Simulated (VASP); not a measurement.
Sn3Cl:

```xyz
4
Lattice="4.6527 0.0000 0.0000 0.0000 4.6527 0.0000 0.0000 0.0000 4.6527" Properties=species:S:1:pos:R:3 pbc="T T T"
Sn    0.0000    2.3264    2.3264
Sn    2.3264    0.0000    2.3264
Sn    2.3264    2.3264    0.0000
Cl    0.0000    0.0000    0.0000
```

```yaml
Program: VASP 6.6.1
Task: relaxation of cell and atoms
Functional: PBE
Potentials_or_basis: VASP PAW PBE potentials, release 64 (Sn_d, Cl)
Cutoff: 600 eV
k_mesh: 10 × 10 × 10
Occupations: gaussian, width 0.1 eV
Spin: no spin polarisation
```

At the start: pressure 3.9 GPa; volume 25.18 Å³/atom.

How do energy, volume and symmetry change on relaxing?

Over 3 steps the energy falls by 24.6 meV/atom and the volume is 27.36 Å³/atom (+8.7 %); space group Pm-3m (No. 221, to 0.1 Å) before and after.

The path:
| step | energy change (eV) | largest force (eV/Å) | pressure (GPa) | volume (Å³) |
| --- | --- | --- | --- | --- |
| 1 | 0.0000 | 0.0000 | 3.90 | 100.72 |
| 2 | -0.0982 | 0.0000 | -0.16 | 109.92 |
| 3 | -0.0985 | 0.0000 | 0.00 | 109.44 |

Final structure:
```
Sn Cl
1.0
     4.78325    0.00000    0.00000
     0.00000    4.78325    0.00000
     0.00000    0.00000    4.78325
Sn Cl
3 1
Direct
  0.00000 0.50000 0.50000
  0.50000 0.00000 0.50000
  0.50000 0.50000 0.00000
  0.00000 0.00000 0.00000
```
